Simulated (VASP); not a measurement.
# AlN in VASP: a series of runs

AlN is run at these levels: HSE06, PBE; tasks: single point.

All numbers are computed with VASP 6.6.1; they aren't measurements. Logs are shortened: lines on timing, memory, paths and dates and some standing lists are left out, and cuts for length are marked.

### 1 The cell of the first run

It takes space group F-43m (No. 216, cubic). The conventional cell has a = 4.370 Å, b = 4.370 Å, c = 4.370 Å, α = 90.00°, β = 90.00°, γ = 90.00°. Al (site symmetry -43m) has 4 N at 1.89 Å within 2.5 Å. N (site symmetry -43m) has 4 Al at 1.89 Å within 2.5 Å.

### 2 Single point, HSE06

Input file POSCAR:

```
AlN
1.0
    0.0000000000      2.1848764125      2.1848764125
    2.1848764125      0.0000000000      2.1848764125
    2.1848764125      2.1848764125      0.0000000000
Al N
1 1
Direct
    0.0000000000      0.0000000000      0.0000000000
    0.2500000000      0.2500000000      0.2500000000
```

Input file INCAR.step1:

```
SYSTEM = AlN
PREC = Accurate ; ENCUT = 520
EDIFF = 1E-5 ; ISMEAR = 0
SIGMA = 0.01 ; LREAL = .False.
LASPH = .True. ; NELM = 80
ALGO = Normal ; ISIF = 2
LWAVE = .True. ; LCHARG = .False.
NBANDS = 11 ; GGA = PE
```

Input file INCAR.step2:

```
SYSTEM = AlN
PREC = Accurate ; ENCUT = 520
EDIFF = 1E-6 ; ISMEAR = 0
SIGMA = 0.01 ; LREAL = .False.
LASPH = .True. ; NELM = 80
ALGO = Normal ; ISIF = 2
LWAVE = .False. ; LCHARG = .False.
GGA = PE ; LHFCALC = .True.
HFSCREEN = 0.2079 ; PRECFOCK = Normal
NBANDS = 11 ; ISTART = 1
```

Input file KPOINTS:

```
regular mesh
0
Gamma
  8 8 8
  0 0 0
```

Potentials or basis: VASP PAW PBE potentials, release 64 (Al, N).

Launch:

```bash
$ cat potpaw_PBE.64/Al/POTCAR potpaw_PBE.64/N/POTCAR > POTCAR
$ cp INCAR.step1 INCAR
$ mpirun -np 1 vasp_std > vasp.out
$ cp INCAR.step2 INCAR
$ mpirun -np 1 vasp_std > vasp.out
```

OUTCAR:

```text
SYSTEM = AlN
   PREC = Accurate
   ENCUT = 520
   EDIFF = 1E-6
   ISMEAR = 0
   LREAL = .False.
   LASPH = .True.
   NELM = 80
   ISIF = 2
   GGA = PE
   LHFCALC = .True.
   HFSCREEN = 0.2079
   PRECFOCK = Normal
   ISTART = 1

 ion  position               nearest neighbor table
   1  0.000  0.000  0.000-   2 1.89   2 1.89   2 1.89   2 1.89
   2  0.250  0.250  0.250-   1 1.89   1 1.89   1 1.89   1 1.89

  LATTYP: Found a face centered cubic cell.
 ALAT       =     4.3697528250

  Lattice vectors:

 A1 = (   0.0000000000,   2.1848764125,   2.1848764125)
 A2 = (   2.1848764125,   0.0000000000,   2.1848764125)
 A3 = (   2.1848764125,   2.1848764125,   0.0000000000)

Analysis of symmetry for initial positions (statically):
=====================================================================
 Subroutine PRICEL returns:
 Original cell was already a primitive cell.

 Routine SETGRP: Setting up the symmetry group for a
 face centered cubic supercell.

 Subroutine GETGRP returns: Found 24 space group operations
 (whereof 24 operations were pure point group operations)
 out of a pool of 48 trial point group operations.

The static configuration has the point symmetry T_d .

Analysis of symmetry for dynamics (positions and initial velocities):
=====================================================================
 Subroutine PRICEL returns:
 Original cell was already a primitive cell.

 Routine SETGRP: Setting up the symmetry group for a
 face centered cubic supercell.

 Subroutine GETGRP returns: Found 24 space group operations
 (whereof 24 operations were pure point group operations)
 out of a pool of 48 trial point group operations.

The dynamic configuration has the point symmetry T_d .

 Subroutine INISYM returns: Found 24 space group operations
 (whereof 24 operations are pure point group operations),
 and found     1 'primitive' translations

----------------------------------------------------------------------------------------

                                     Primitive cell

  volume of cell :      20.8598

  direct lattice vectors                    reciprocal lattice vectors
     0.000000000  2.184876412  2.184876412    -0.228845896  0.228845896  0.228845896
     2.184876412  0.000000000  2.184876412     0.228845896 -0.228845896  0.228845896
     2.184876412  2.184876412  0.000000000     0.228845896  0.228845896 -0.228845896

  length of vectors
     3.089881855  3.089881855  3.089881855     0.396372719  0.396372719  0.396372719

  position of ions in fractional coordinates (direct lattice)
     0.000000000  0.000000000  0.000000000
     0.250000000  0.250000000  0.250000000

  ion indices of the primitive-cell ions
   primitive index   ion index
                 1           1
                 2           2

----------------------------------------------------------------------------------------

 KPOINTS: regular mesh

Automatic generation of k-mesh.
 Grid dimensions read from file:
 generate k-points for:    8    8    8

 Generating k-lattice:

  Cartesian coordinates                     Fractional coordinates (reciprocal lattice)
    -0.028605737  0.028605737  0.028605737     0.125000000  0.000000000  0.000000000
     0.028605737 -0.028605737  0.028605737     0.000000000  0.125000000  0.000000000
     0.028605737  0.028605737 -0.028605737     0.000000000  0.000000000  0.125000000

  Length of vectors
     0.049546590  0.049546590  0.049546590

  Shift w.r.t. Gamma in fractional coordinates (k-lattice)
     0.000000000  0.000000000  0.000000000

 Subroutine IBZKPT returns following result:
 ===========================================

 Found     29 irreducible k-points:

 Following reciprocal coordinates:
            Coordinates               Weight
  0.000000  0.000000  0.000000      1.000000
  0.125000  0.000000  0.000000      8.000000
  0.250000  0.000000  0.000000      8.000000
  0.375000  0.000000  0.000000      8.000000
  0.500000  0.000000  0.000000      4.000000
  0.125000  0.125000  0.000000      6.000000
[... 16 lines left out ...]
  0.500000  0.250000  0.125000     48.000000
 -0.375000  0.250000  0.125000     24.000000
 [... further k-points ...]
   k-points           NKPTS =     29   k-points in BZ     NKDIM =    512   number of bands    NBANDS=     11
   number of dos      NEDOS =    301   number of ions     NIONS =      2
   total plane-waves  NPLWV =  13824
   dimension x,y,z NGX =    24 NGY =   24 NGZ =   24
   dimension x,y,z NGXF=    48 NGYF=   48 NGZF=   48
   ions per type =               1   1
   NGX,Y,Z   is equivalent  to a cutoff of  12.91, 12.91, 12.91 a.u.
   NGXF,Y,Z  is equivalent  to a cutoff of  25.83, 25.83, 25.83 a.u.
 SYSTEM =  AlN
   PREC   = accura    normal or accurate (medium, high low for compatibility)
   ISTART =      1    job   : 0-new  1-cont  2-samecut
   ICHARG =      0    charge: 1-file 2-atom 10-const
   ISPIN  =      1    spin polarized calculation?
   LNONCOLLINEAR =      F non collinear calculations
   LSORBIT =      F    spin-orbit coupling
   LASPH  =      T    aspherical Exc in radial PAW
   ENCUT  =  520.0 eV  38.22 Ry    6.18 a.u.   5.75  5.75  5.75*2*pi/ulx,y,z
   NELM   =     80;   NELMIN=  2; NELMDL=  0     # of ELM steps
   EDIFF  = 0.1E-05   stopping-criterion for ELM
   LREAL  =      F    real-space projection
   EDIFFG = 0.1E-04   stopping-criterion for IOM
   NSW    =      0    number of steps for IOM
   IBRION =     -1    ionic relax: 0-MD 1-quasi-New 2-CG
   NFREE  =      0    steps in history (QN), initial steepest desc. (CG)
   ISIF   =      2    stress and relaxation
   ISYM   =      3    0-nonsym 1-usesym 2-fastsym
   POTIM  = 0.5000    time-step for ionic-motion
   TEBEG  =    0.0;   TEEND  =   0.0 temperature during run
   PSTRESS=    0.0 pullay stress
   NELECT =       8.0000    total number of electrons
   NUPDOWN=      -1.0000    fix difference up-down
   EMIN   =  10.00;   EMAX   =-10.00  energy-range for DOS
   EFERMI =   0.00;   METHOD = LEGACY
   ISMEAR =     0;   SIGMA  =   0.01  broadening in eV -4-tet -1-fermi 0-gaus
   EFERMI_NEDOS =   21; number of points for ismear=-14 and -15
   IALGO  =     38    algorithm
   IMIX   =      1    mixing-type and parameters
     AMIX     =   0.40;   BMIX     =  1.00
     AMIX_MAG =   1.60;   BMIX_MAG =  1.00
  volume/ion in A,a.u.               =      10.43        70.38
  Fermi-wavevector in a.u.,A,eV,Ry     =   1.189418  2.247675 19.248378  1.414716
  Thomas-Fermi vector in A             =   2.325526
   LORBIT       =      0    0 simple, 1 ext, 2 COOP (PROOUT), +10 PAW based schemes
   GGA     = PE    functional components
   LHFCALC =     T    Hartree Fock is set to
   PRECFOCK=normal    Normal, Fast or Accurate (Low or Medium for compatibility)
   ENCUT4O =  -1.0   cutoff for four orbital integrals eV
   NKREDX  =     1    reduce k-point grid by
   NKREDY  =     1    reduce k-point grid by
   NKREDZ  =     1    reduce k-point grid by
   AEXX    =    0.2500 exact exchange contribution
   HFSCREEN=    0.2079 screening length (either q_TF or 0.3 A-1)
   HFSCREENC=   0.2079 screening length for correlation (either q_TF or 0.3 A-1)
   ENCUTFOCK=  -1.0 apply spherical cutoff to Coloumb kernel
   IVDW    =     0    specifies the selected vdW correction
   LEPSILON=     F    determine dielectric tensor
   LRPA    =     F    only Hartree local field effects (RPA)
 non-spin polarized calculation
 Gauss-broadening in eV      SIGMA  =   0.01
  energy-cutoff  :      520.00
  volume of cell :       20.86
 maximum number of plane-waves:       588
  NGX = 18; NGY = 18; NGZ = 18

 number of electron       8.0000000 magnetization

 Free energy of the ion-electron system (eV)
  ---------------------------------------------------
  ext. energy  EPLUGINS =         0.00000000
  ---------------------------------------------------
  free energy    TOTEN  =       -17.39613357 eV

  energy without entropy =      -17.39613357  energy(sigma->0) =      -17.39613357

 E-fermi :   5.2131     XC(G=0):  -9.0100

 val. band max:        5.0339662194   @ k =   0.0000   0.0000   0.0000
 cond. band min:       9.5863712260   @ k =   0.5000   0.5000   0.0000
 fundamental gap:      4.5524050066
 Fermi energy:         5.2131128333

 k-point     1 :       0.0000    0.0000    0.0000
  band No.  band energies     occupation
      1     -11.4359      2.00000
      2       5.0340      2.00000
      3       5.0340      2.00000
      4       5.0340      2.00000
      5      10.5722      0.00000
      6      19.2612      0.00000
      7      19.2612      0.00000
      8      19.2612      0.00000
      9      24.6194      0.00000
     10      24.6194      0.00000
     11      26.0105      0.00000

 k-point     2 :       0.1250    0.0000    0.0000
  band No.  band energies     occupation
      1     -11.1928      2.00000
      2       3.7947      2.00000
      3       4.9467      2.00000
      4       4.9467      2.00000
      5      11.5481      0.00000
      6      18.6913      0.00000
      7      19.4565      0.00000
      8      19.4565      0.00000
      9      22.9771      0.00000
     10      22.9771      0.00000
     11      24.8559      0.00000

 k-point     3 :       0.2500    0.0000    0.0000
  band No.  band energies     occupation
      1     -10.5269      2.00000
      2       1.5254      2.00000
      3       4.7498      2.00000
      4       4.7498      2.00000
      5      12.9616      0.00000
      6      17.7037      0.00000
      7      19.0329      0.00000
      8      19.0329      0.00000
      9      23.1281      0.00000
     10      23.1281      0.00000
     11      24.0343      0.00000

 k-point     4 :       0.3750    0.0000    0.0000
  band No.  band energies     occupation
      1      -9.6890      2.00000
      2      -0.4684      2.00000
      3       4.5698      2.00000
      4       4.5698      2.00000
      5      13.7069      0.00000
      6      16.9575      0.00000
      7      18.1378      0.00000
      8      18.1378      0.00000
      9      24.4079      0.00000
     10      25.3057      0.00000
     11      25.3057      0.00000

 k-point     5 :       0.5000    0.0000    0.0000
  band No.  band energies     occupation
      1      -9.2560      2.00000
      2      -1.3108      2.00000
      3       4.4995      2.00000
      4       4.4995      2.00000
      5      13.8942      0.00000
      6      16.6655      0.00000
      7      17.7794      0.00000
      8      17.7794      0.00000
      9      24.9346      0.00000
     10      27.2583      0.00000
     11      27.2583      0.00000
[... 211 lines left out ...]
 k-point    21 :       0.5000    0.5000    0.0000
  band No.  band energies     occupation
      1      -8.5774      2.00000
      2      -0.2965      2.00000
      3       3.0830      2.00000
      4       3.0830      2.00000
      5       9.5864      0.00000
      6      15.1046      0.00000
      7      21.1165      0.00000
      8      22.8415      0.00000
      9      22.8415      0.00000
     10      30.7740      0.00000
     11      31.2422      0.00000

 k-point    22 :       0.3750    0.2500    0.1250
  band No.  band energies     occupation
      1      -9.9920      2.00000
      2       1.1950      2.00000
      3       3.4232      2.00000
      4       4.3737      2.00000
      5      13.3240      0.00000
      6      17.2011      0.00000
      7      17.5155      0.00000
      8      20.1099      0.00000
      9      21.5108      0.00000
     10      26.1427      0.00000
     11      28.6399      0.00000

 k-point    23 :       0.5000    0.2500    0.1250
  band No.  band energies     occupation
      1      -9.2705      2.00000
      2       0.0346      2.00000
      3       2.7855      2.00000
      4       4.0192      2.00000
      5      13.5625      0.00000
      6      16.2690      0.00000
      7      18.3273      0.00000
      8      19.7006      0.00000
      9      22.9772      0.00000
     10      26.7343      0.00000
     11      28.7733      0.00000

 k-point    24 :      -0.3750    0.2500    0.1250
  band No.  band energies     occupation
      1      -8.9142      2.00000
      2      -0.5305      2.00000
      3       2.6211      2.00000
      4       3.8173      2.00000
      5      13.6157      0.00000
      6      15.8689      0.00000
      7      19.0473      0.00000
      8      19.5096      0.00000
      9      24.1405      0.00000
     10      25.7836      0.00000
     11      29.0656      0.00000

 [... further k-points ...]

------------------------ aborting loop because EDIFF is reached ----------------------------------------

  FORCE on cell =-STRESS in cart. coord.  units (eV):
  Direction    XX          YY          ZZ          XY          YZ          ZX
  --------------------------------------------------------------------------------------
  -------------------------------------------------------------------------------------
  Total       -0.1049778     -0.1049778     -0.1049778      0.0000000      0.0000000      0.0000000
  in kB       -8.0630154     -8.0630154     -8.0630154      0.0000000      0.0000000      0.0000000
  external PRESSURE =      -8.0630154 kB  Pullay stress =       0.0000000 kB

 VOLUME and BASIS-vectors are now :
 -----------------------------------------------------------------------------
  energy-cutoff  :      520.00
  volume of cell :       20.86
      direct lattice vectors                 reciprocal lattice vectors
     0.000000000  2.184876412  2.184876412    -0.228845896  0.228845896  0.228845896
     2.184876412  0.000000000  2.184876412     0.228845896 -0.228845896  0.228845896
     2.184876412  2.184876412  0.000000000     0.228845896  0.228845896 -0.228845896

 POSITION                                       TOTAL-FORCE (eV/Angst)
 -----------------------------------------------------------------------------------
      0.00000      0.00000      0.00000         0.000000      0.000000      0.000000
      1.09244      1.09244      1.09244        -0.000000     -0.000000     -0.000000
 -----------------------------------------------------------------------------------
    total drift:                               -0.000000     -0.000000     -0.000000

  FREE ENERGIE OF THE ION-ELECTRON SYSTEM (eV)
  ---------------------------------------------------
  free  energy   TOTEN  =       -17.3961335740 eV

  energy  without entropy=      -17.3961335740  energy(sigma->0) =      -17.39613357
```

Run time: 46 min. Hardware: 1 thread of Intel Xeon 8259CL, shared host; peak memory 0.26 GiB.

Results:

| Item | Value |
| --- | --- |
| Free energy | -17.3961 eV |
| Pressure | -0.8 GPa |
| Band gap on the k mesh | 4.55 eV (least direct gap 5.54 eV) |

Levels at points of the mesh, in eV from the valence-band top:
```
           k point  band 1  band 2  band 3  band 4  band 5  band 6  band 7  band 8
(0.00, 0.00, 0.00)  -16.47    0.00    0.00    0.00    5.54   14.23   14.23   14.23
(0.50, 0.00, 0.00)  -14.29   -6.34   -0.53   -0.53    8.86   11.63   12.75   12.75
(0.50, 0.50, 0.00)  -13.61   -5.33   -1.95   -1.95    4.55   10.07   16.08   17.81
```

Caveat: the PAW data sets were made with another functional, which shifts forces and pressure a little. A k mesh can miss the band edges.

### 3 Single point, PBE (uniaxial z strain +1.0%)

Input file INCAR:

```
ALGO = Normal ; EDIFF = 1E-6
ENCUT = 520 ; GGA = PE
ISIF = 2 ; ISMEAR = -1
LASPH = T ; LCHARG = T
LELF = T ; LREAL = F
LVHAR = T ; LWAVE = F
NBANDS = 11 ; NELM = 60
PREC = Accurate ; SIGMA = 0.02
```

Input file KPOINTS:

```
k-points
0
Gamma
  10 10 10
```

Input file POSCAR:

```
AlN
1.0
    0.0000000000      2.1848764125      2.2067251766
    2.1848764125      0.0000000000      2.2067251766
    2.1848764125      2.1848764125      0.0000000000
Al N
1 1
Direct
    0.0000000000      0.0000000000      0.0000000000
    0.2500000000      0.2500000000      0.2500000000
```

Potentials or basis: VASP PAW PBE potentials, release 64 (Al, N).

Launch:

```bash
$ cat potpaw_PBE.64/Al/POTCAR potpaw_PBE.64/N/POTCAR > POTCAR
$ mpirun -np 1 vasp_std > vasp.out
```

Run time: 14 s. Hardware: 1 thread of Intel Xeon 8259CL, shared host; peak memory 0.15 GiB.

The run converged. Its results:

```
Free energy            : -14.8450 eV
Pressure               : 2.3 GPa
Band gap on the k mesh : 3.28 eV (least direct gap 4.08 eV)
```

Stress tensor (GPa, compression positive):
```
2.71 0.00 0.00
0.00 2.71 0.00
0.00 0.00 1.36
```

Levels at points of the mesh, in eV from the valence-band top:
| k point | band 1 | band 2 | band 3 | band 4 | band 5 | band 6 | band 7 | band 8 |
| --- | --- | --- | --- | --- | --- | --- | --- | --- |
| (0.00, 0.00, 0.00) | -14.93 | -0.04 | 0.00 | 0.00 | 4.08 | 12.43 | 12.43 | 12.44 |
| (0.50, 0.00, 0.00) | -12.92 | -5.82 | -0.53 | -0.45 | 7.26 | 9.77 | 10.98 | 11.15 |
| (0.50, 0.50, 0.00) | -12.32 | -4.95 | -1.72 | -1.72 | 3.33 | 8.63 | 13.68 | 15.63 |
| (0.50, 0.00, 0.50) | -12.28 | -4.85 | -1.80 | -1.80 | 3.28 | 8.48 | 13.85 | 15.41 |

Caveat: the cell differs from its parent crystal (uniaxial z strain +1.0%). A k mesh can miss the band edges.
